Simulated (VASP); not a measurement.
# HfSi20H10 in VASP: notebook, part 2 of 2

VASP 6.6.1.

**3. Single point, PBE**

INCAR

```
SYSTEM = HfSi20H10
PREC = Accurate
ENCUT = 520
EDIFF = 1E-6
ISMEAR = 0
SIGMA = 0.05
LREAL = Auto
LASPH = .True.
NELM = 60
ALGO = Normal
ISIF = 2
LWAVE = .False.
LCHARG = .False.
GGA = PE
NBANDS = 71
```

KPOINTS

```
regular mesh
0
Gamma
  2 2 1
  0 0 0
```

POSCAR

```
HfSi20H10
1.0
    7.6791800000      0.0000000000      0.0000000000
    0.0000000000      7.6791800000      0.0000000000
    0.0000000000      0.0000000000     18.2543620000
H Si Hf
10 20 1
Direct
    0.4093920184      0.0000000000      0.0547814270
    0.0906079816      0.0000000000      0.0547814270
    0.9093920184      0.0000000000      0.0547814270
    0.5906079816      0.0000000000      0.0547814270
    0.4093920184      0.5000000000      0.0547814270
    0.0906079816      0.5000000000      0.0547814270
    0.9093920184      0.5000000000      0.0547814270
    0.5906079816      0.5000000000      0.0547814270
    0.1999493435      0.4098155011      0.4733928252
    0.7628440797      0.4847660818      0.4697079525
    0.2500000000      0.0000000000      0.1021947521
    0.7500000000      0.0000000000      0.1021947521
    0.2500000000      0.5000000000      0.1021947521
    0.7500000000      0.5000000000      0.1021947521
    0.2566156803      0.2498020622      0.1738053622
    0.7493107337      0.2477514526      0.1756367054
    0.2536968791      0.7506012361      0.1804276151
    0.7494271524      0.7483094549      0.1766154303
    0.0058373420      0.2559450358      0.2444022421
    0.4996935871      0.2352295427      0.2522064589
   -0.0042216747      0.7593272980      0.2533099760
    0.5086593881      0.7421145226      0.2576025391
    0.0182858066      0.0160024898      0.3226394875
    0.5111049617     -0.0076027649      0.3339881723
   -0.0121595014      0.5009335632      0.3225606570
    0.5005233632      0.4795183861      0.3298288924
    0.2568994346     -0.1016126722      0.4020763366
    0.7691076391      0.0826308278      0.4066446146
    0.2319241117      0.4057844718      0.3843467112
    0.7552892366      0.3998910040      0.3953148842
    1.0877738248      0.1549260468      0.4541285529
```

Potentials or basis: VASP PAW PBE potentials, release 64 (H, Si, Hf_pv).

Command:

```console
> cat potpaw_PBE.64/H/POTCAR potpaw_PBE.64/Si/POTCAR potpaw_PBE.64/Hf_pv/POTCAR > POTCAR
> mpirun -np 1 vasp_std > vasp.out
```

OUTCAR:

```text
SYSTEM = HfSi20H10
   PREC = Accurate
   ENCUT = 520
   EDIFF = 1E-6
   ISMEAR = 0
   LREAL = Auto
   LASPH = .True.
   NELM = 60
   ISIF = 2
   GGA = PE

 ion  position               nearest neighbor table
   1  0.409  0.000  0.055-  11 1.50
   2  0.091  0.000  0.055-  11 1.50
   3  0.909  0.000  0.055-  12 1.50
   4  0.591  0.000  0.055-  12 1.50
   5  0.409  0.500  0.055-  13 1.50
   6  0.091  0.500  0.055-  13 1.50
   7  0.909  0.500  0.055-  14 1.50
   8  0.591  0.500  0.055-  14 1.50
   9  0.200  0.410  0.473-  29 1.64  31 2.17
  10  0.763  0.485  0.470-  30 1.51
  11  0.250  0.000  0.102-   1 1.50   2 1.50  15 2.32  17 2.39
  12  0.750  0.000  0.102-   3 1.50   4 1.50  16 2.33  18 2.36
  13  0.250  0.500  0.102-   5 1.50   6 1.50  15 2.32  17 2.40
  14  0.750  0.500  0.102-   7 1.50   8 1.50  18 2.34  16 2.36
  15  0.257  0.250  0.174-  19 2.32  11 2.32  13 2.32  20 2.35
  16  0.749  0.248  0.176-  12 2.33  19 2.34  14 2.36  20 2.37
  17  0.254  0.751  0.180-  21 2.39  11 2.39  13 2.40  22 2.41
  18  0.749  0.748  0.177-  14 2.34  21 2.35  12 2.36  22 2.37
  19  0.006  0.256  0.244-  15 2.32  23 2.33  16 2.34  25 2.37
  20  0.500  0.235  0.252-  26 2.35  15 2.35  16 2.37  24 2.39
  21  0.996  0.759  0.253-  23 2.35  25 2.35  18 2.35  17 2.39
  22  0.509  0.742  0.258-  18 2.37  24 2.37  26 2.41  17 2.41
  23  0.018  0.016  0.323-  19 2.33  21 2.35  28 2.50  27 2.51  31 2.68
  24  0.511  0.992  0.334-  22 2.37  20 2.39  27 2.42  28 2.48
  25  0.988  0.501  0.323-  29 2.31  21 2.35  30 2.36  19 2.37
  26  0.501  0.480  0.330-  20 2.35  29 2.36  30 2.37  22 2.41
  27  0.257  0.898  0.402-  24 2.42  23 2.51  31 2.54
  28  0.769  0.083  0.407-  30 2.45  24 2.48  23 2.50  31 2.65
  29  0.232  0.406  0.384-   9 1.64  25 2.31  26 2.36  31 2.56
  30  0.755  0.400  0.395-  10 1.51  25 2.36  26 2.37  28 2.45  31 3.35
  31  0.088  0.155  0.454-   9 2.17  27 2.54  29 2.56  28 2.65  23 2.68  30 3.35

  LATTYP: Found a simple tetragonal cell.
 ALAT       =     7.6791800000
 C/A-ratio  =     2.3771238596

  Lattice vectors:

 A1 = (   7.6791800000,   0.0000000000,   0.0000000000)
 A2 = (   0.0000000000,   7.6791800000,   0.0000000000)
 A3 = (   0.0000000000,   0.0000000000,  18.2543620000)

Analysis of symmetry for initial positions (statically):
=====================================================================
 Subroutine PRICEL returns:
 Original cell was already a primitive cell.

 Routine SETGRP: Setting up the symmetry group for a
 simple tetragonal supercell.

 Subroutine GETGRP returns: Found  1 space group operations
 (whereof  1 operations were pure point group operations)
 out of a pool of 16 trial point group operations.

The static configuration has the point symmetry C_1 .

Analysis of symmetry for dynamics (positions and initial velocities):
=====================================================================
 Subroutine PRICEL returns:
 Original cell was already a primitive cell.

 Routine SETGRP: Setting up the symmetry group for a
 simple tetragonal supercell.

 Subroutine GETGRP returns: Found  1 space group operations
 (whereof  1 operations were pure point group operations)
 out of a pool of 16 trial point group operations.

The dynamic configuration has the point symmetry C_1 .

 Subroutine INISYM returns: Found  1 space group operations
 (whereof  1 operations are pure point group operations),
 and found     1 'primitive' translations
[... 104 lines left out ...]
 ===========================================

 Found      4 irreducible k-points:

 Following reciprocal coordinates:
            Coordinates               Weight
  0.000000  0.000000  0.000000      1.000000
  0.500000  0.000000  0.000000      1.000000
  0.000000  0.500000  0.000000      1.000000
  0.500000  0.500000  0.000000      1.000000
   k-points           NKPTS =      4   k-points in BZ     NKDIM =      4   number of bands    NBANDS=     71
   number of dos      NEDOS =    301   number of ions     NIONS =     31
   total plane-waves  NPLWV = 504000
   dimension x,y,z NGX =    60 NGY =   60 NGZ =  140
   dimension x,y,z NGXF=   120 NGYF=  120 NGZF=  280
   ions per type =              10  20   1
   NGX,Y,Z   is equivalent  to a cutoff of  12.99, 12.99, 12.75 a.u.
   NGXF,Y,Z  is equivalent  to a cutoff of  25.98, 25.98, 25.50 a.u.
 SYSTEM =  HfSi20H10
   PREC   = accura    normal or accurate (medium, high low for compatibility)
   ISTART =      0    job   : 0-new  1-cont  2-samecut
   ICHARG =      2    charge: 1-file 2-atom 10-const
   ISPIN  =      1    spin polarized calculation?
   LNONCOLLINEAR =      F non collinear calculations
   LSORBIT =      F    spin-orbit coupling
   LASPH  =      T    aspherical Exc in radial PAW
   ENCUT  =  520.0 eV  38.22 Ry    6.18 a.u.  14.28 14.28 33.94*2*pi/ulx,y,z
   NELM   =     60;   NELMIN=  2; NELMDL= -5     # of ELM steps
   EDIFF  = 0.1E-05   stopping-criterion for ELM
   LREAL  =      T    real-space projection
   EDIFFG = 0.1E-04   stopping-criterion for IOM
   NSW    =      0    number of steps for IOM
[... 5 lines left out ...]
   TEBEG  =    0.0;   TEEND  =   0.0 temperature during run
   PSTRESS=    0.0 pullay stress
   NELECT =     100.0000    total number of electrons
   NUPDOWN=      -1.0000    fix difference up-down
   EMIN   =  10.00;   EMAX   =-10.00  energy-range for DOS
   EFERMI =   0.00;   METHOD = LEGACY
   ISMEAR =     0;   SIGMA  =   0.05  broadening in eV -4-tet -1-fermi 0-gaus
   EFERMI_NEDOS =   21; number of points for ismear=-14 and -15
   IALGO  =     38    algorithm
   IMIX   =      4    mixing-type and parameters
     AMIX     =   0.40;   BMIX     =  1.00
     AMIX_MAG =   1.60;   BMIX_MAG =  1.00
  volume/ion in A,a.u.               =      34.72       234.33
  Fermi-wavevector in a.u.,A,eV,Ry     =   0.741440  1.401119  7.479576  0.549733
  Thomas-Fermi vector in A             =   1.836081
   LORBIT       =      0    0 simple, 1 ext, 2 COOP (PROOUT), +10 PAW based schemes
   GGA     = PE    functional components
   LHFCALC =     F    Hartree Fock is set to
   AEXX    =    0.0000 exact exchange contribution
   IVDW    =     0    specifies the selected vdW correction
   LEPSILON=     F    determine dielectric tensor
   LRPA    =     F    only Hartree local field effects (RPA)
 non-spin polarized calculation
 Gauss-broadening in eV      SIGMA  =   0.05
  energy-cutoff  :      520.00
  volume of cell :     1076.46
 maximum number of plane-waves:     29043
 NGX is ok and might be reduce to    60
   NGX = 29   NGY = 29   NGZ = 67

 number of electron     100.0000003 magnetization

 Free energy of the ion-electron system (eV)
  ---------------------------------------------------
  ext. energy  EPLUGINS =         0.00000000
  ---------------------------------------------------
  free energy    TOTEN  =      -144.63841045 eV

  energy without entropy =     -144.63841045  energy(sigma->0) =     -144.63841045

 E-fermi :   0.0659     XC(G=0):  -4.8974

 val. band max:       -0.2117317054   @ k =   0.5000   0.0000   0.0000
 cond. band min:       0.3125559296   @ k =   0.0000   0.0000   0.0000
 fundamental gap:      0.5242876351
 Fermi energy:         0.0658926348

 k-point     1 :       0.0000    0.0000    0.0000
  band No.  band energies     occupation
      1     -31.5899      2.00000
      2     -31.3090      2.00000
      3     -31.2585      2.00000
      4     -11.6130      2.00000
      5     -10.5550      2.00000
      6      -9.8339      2.00000
[... 249 lines left out ...]
     61       2.8260      0.00000
     62       2.8885      0.00000
 [bands above 62 left out]

------------------------ aborting loop because EDIFF is reached ----------------------------------------

  FORCE on cell =-STRESS in cart. coord.  units (eV):
  Direction    XX          YY          ZZ          XY          YZ          ZX
  --------------------------------------------------------------------------------------
  -------------------------------------------------------------------------------------
  Total       11.0218043      1.3202688     -0.8581277     -1.2394424      1.5802426     -0.7356149
  in kB       16.4046484      1.9650635     -1.2772213     -1.8447630      2.3520036     -1.0948756
  external PRESSURE =       5.6974969 kB  Pullay stress =       0.0000000 kB

 VOLUME and BASIS-vectors are now :
 -----------------------------------------------------------------------------
  energy-cutoff  :      520.00
  volume of cell :     1076.46
      direct lattice vectors                 reciprocal lattice vectors
     7.679180000  0.000000000  0.000000000     0.130222237  0.000000000  0.000000000
     0.000000000  7.679180000  0.000000000     0.000000000  0.130222237  0.000000000
     0.000000000  0.000000000 18.254362000     0.000000000  0.000000000  0.054781427

 POSITION                                       TOTAL-FORCE (eV/Angst)
 -----------------------------------------------------------------------------------
      3.14379      0.00000      1.00000        -0.615290     -0.072307     -0.039265
      0.69580      0.00000      1.00000         0.605173     -0.090544      0.027202
      6.98338      0.00000      1.00000        -0.616324     -0.049812     -0.000171
      4.53539      0.00000      1.00000         0.623099     -0.015176     -0.057015
      3.14379      3.83959      1.00000        -0.617834      0.147012     -0.071813
      0.69580      3.83959      1.00000         0.591837      0.035252      0.046775
[... 23 lines left out ...]
      5.80000      3.07084      7.21622         0.000323     -0.015388     -0.009598
      0.67403      1.18971      8.28983        -0.065320      0.013805      0.018592
 -----------------------------------------------------------------------------------
    total drift:                                0.005719      0.004091      0.014114

  FREE ENERGIE OF THE ION-ELECTRON SYSTEM (eV)
  ---------------------------------------------------
  free  energy   TOTEN  =      -144.6384104478 eV

  energy  without entropy=     -144.6384104478  energy(sigma->0) =     -144.63841045
```

Run time: 6.3 min. Hardware: 1 thread of Intel Xeon 6975P-C (Granite Rapids), shared host; peak memory 1.1 GiB.

Results:

- Free energy: -144.6384 eV
- Largest force: 0.639 eV/Å
- Band gap on the k mesh: 0.52 eV (least direct gap 0.57 eV)

Forces on the atoms (eV/Å):
```
H   -0.615 -0.072 -0.039
H    0.605 -0.091  0.027
H   -0.616 -0.050  0.000
H    0.623 -0.015 -0.057
H   -0.618  0.147 -0.072
H    0.592  0.035  0.047
H   -0.625 -0.046 -0.017
H    0.603  0.035 -0.039
H   -0.037  0.057 -0.033
H   -0.038 -0.010 -0.011
Si   0.155 -0.277  0.118
Si  -0.170 -0.183 -0.023
Si   0.286  0.286  0.184
Si  -0.071 -0.084  0.050
Si  -0.012  0.031  0.006
Si  -0.029  0.009 -0.011
Si  -0.010 -0.021 -0.015
Si  -0.007  0.001 -0.011
Si  -0.002  0.005  0.013
Si   0.009  0.005  0.004
Si  -0.005  0.006 -0.010
Si   0.010  0.015  0.007
Si  -0.017 -0.024 -0.024
Si   0.017  0.085 -0.032
Si  -0.010 -0.016  0.013
Si  -0.015  0.021 -0.037
Si  -0.007  0.168 -0.036
Si  -0.022 -0.028  0.027
Si   0.092  0.011 -0.035
Si   0.000 -0.015 -0.010
Hf  -0.065  0.014  0.019
```

Levels at points of the mesh, in eV from the valence-band top:
```tsv
k point	band 47	band 48	band 49	band 50	band 51	band 52	band 53	band 54
(0.00, 0.00, 0.00)	-0.79	-0.68	-0.49	-0.05	0.52	1.00	1.19	1.38
(0.50, 0.00, 0.00)	-0.74	-0.69	-0.61	0.00	0.73	1.09	1.37	1.58
(0.00, 0.50, 0.00)	-0.74	-0.55	-0.37	-0.21	0.67	1.02	1.41	1.51
(0.50, 0.50, 0.00)	-1.02	-0.94	-0.32	-0.18	0.71	1.07	1.40	1.56
```

Caveat: there is no dipole correction, which matters where the two faces differ; spin-orbit coupling is left out, which moves the levels of the heavy elements.

**4. Single point, PBE**

INCAR

```
SYSTEM = HfSi20H10
  PREC = Accurate
  ENCUT = 520
  EDIFF = 1E-7
  ISMEAR = 0
  SIGMA = 0.05
  LREAL = Auto
  LASPH = .True.
  NELM = 60
  ALGO = Normal
  ISIF = 2
  LWAVE = .False.
  LCHARG = .False.
  GGA = PE
  NBANDS = 71
```

KPOINTS

```
Automatic mesh
0
Gamma
  2 2 1
  0 0 0
```

POSCAR

```
HfSi20H10
1.0
    7.6791800000      0.0000000000      0.0000000000
    0.0000000000      7.6791800000      0.0000000000
    0.0000000000      0.0000000000     18.2543620000
H Si Hf
10 20 1
Direct
    0.4093920184      0.0000000000      0.0547814270
    0.0906079816      0.0000000000      0.0547814270
    0.9093920184      0.0000000000      0.0547814270
    0.5906079816      0.0000000000      0.0547814270
    0.4093920184      0.5000000000      0.0547814270
    0.0906079816      0.5000000000      0.0547814270
    0.9093920184      0.5000000000      0.0547814270
    0.5906079816      0.5000000000      0.0547814270
    0.2300508648      0.4351336992      0.4595981497
    0.7623570485      0.4723170964      0.4703372268
    0.2500000000      0.0000000000      0.1021947521
    0.7500000000      0.0000000000      0.1021947521
    0.2500000000      0.5000000000      0.1021947521
    0.7500000000      0.5000000000      0.1021947521
    0.2547158681      0.2480667207      0.1729450747
    0.7495671413      0.2473988108      0.1773386547
    0.2519905771      0.7487725252      0.1803297206
    0.7442728260      0.7465014494      0.1757365719
    0.0110514404      0.2322253157      0.2475081846
    0.4934404455      0.2324332806      0.2517319422
   -0.0093762615      0.7355669486      0.2504477012
    0.5052363664      0.7437963428      0.2578784731
   -0.0262350928     -0.0142000839      0.3240303879
    0.5081483961     -0.0012962321      0.3367920500
   -0.0109615870      0.4761731070      0.3244299636
    0.5060527296      0.4762477244      0.3289876688
    0.2388158632     -0.1335399092      0.3832714614
    0.7629377095      0.0683335981      0.4142125592
    0.2445124349      0.5553984931      0.3898573393
    0.7524167945      0.3811524147      0.3975624566
    1.2147278746      0.1824641433      0.3933148143
```

Command:

```console
> cat potpaw_PBE.64/H/POTCAR potpaw_PBE.64/Si/POTCAR potpaw_PBE.64/Hf_pv/POTCAR > POTCAR
> mpirun -np 1 vasp_std > vasp.out
```

Wall time 7.3 min (1 thread of Intel Xeon 6975P-C (Granite Rapids), shared host); peak memory 1.1 GiB.

The run converged. Its results:

```yaml
Free_energy: -144.8264 eV
Largest_force: 0.993 eV/Å
Band_gap_on_the_k_mesh: 0.21 eV (least direct gap 0.45 eV)
```

Forces in eV/Å, atoms in the order of the input:
```
H   -0.607 -0.122 -0.042
H    0.600 -0.091 -0.004
H   -0.594 -0.038  0.004
H    0.585  0.012 -0.004
H   -0.594  0.075 -0.039
H    0.602  0.053  0.012
H   -0.600 -0.044  0.005
H    0.590 -0.120 -0.045
H    0.042 -0.024  0.148
H   -0.019  0.005 -0.018
Si   0.075 -0.436  0.007
Si  -0.032 -0.095  0.137
Si   0.120  0.311  0.089
Si  -0.122 -0.240  0.076
Si   0.008  0.050 -0.031
Si  -0.024 -0.042 -0.045
Si   0.015 -0.030 -0.027
Si  -0.024  0.024  0.002
Si   0.005  0.002 -0.011
Si   0.034  0.027 -0.046
Si   0.080 -0.134  0.001
Si  -0.076  0.003  0.000
Si   0.034  0.165  0.143
Si   0.028  0.022 -0.135
Si  -0.122  0.113 -0.006
Si   0.024  0.040  0.014
Si  -0.025 -0.361  0.565
Si  -0.206 -0.059  0.045
Si   0.048  0.113 -0.215
Si  -0.035  0.003 -0.050
Hf   0.191  0.817 -0.530
```

Levels at points of the mesh, in eV from the valence-band top:
| k point | band 48 | band 49 | band 50 | band 51 | band 52 | band 53 |
| --- | --- | --- | --- | --- | --- | --- |
| (0.00, 0.00, 0.00) | -0.87 | -0.79 | -0.48 | 0.21 | 0.60 | 1.00 |
| (0.50, 0.00, 0.00) | -0.83 | -0.61 | 0.00 | 0.62 | 0.78 | 0.92 |
| (0.00, 0.50, 0.00) | -0.84 | -0.59 | -0.23 | 0.22 | 0.41 | 0.62 |
| (0.50, 0.50, 0.00) | -0.58 | -0.44 | -0.04 | 0.54 | 0.71 | 0.84 |

Caveat: there is no dipole correction, which matters where the two faces differ; spin-orbit coupling is left out, which moves the levels of the heavy elements.

**5. Summary**

| cell | gap on the mesh (eV) | largest force (eV/Å) |
| --- | --- | --- |
| as given, atomic positions A | none | 2.41 |
| as given, atomic positions B | 0.52 | 0.64 |
| as given, atomic positions C | 0.21 | 0.99 |

Alike in all rows: task single point; level PBE; potentials or basis VASP PAW PBE potentials, release 64 (H, Si, Hf_pv); no spin polarisation; k mesh 2 × 2 × 1; cutoff (eV) 520; smearing gaussian 0.05 eV.

Caveats: some runs use coarse meshes; there is no dipole correction, which matters where the two faces differ; spin-orbit coupling is left out, which moves the levels of the heavy elements.

Total energies depend on the potentials used, so only differences within one code and one set of settings carry meaning.

The gap in the log of VASP goes by the Fermi energy; the results here count the filled bands.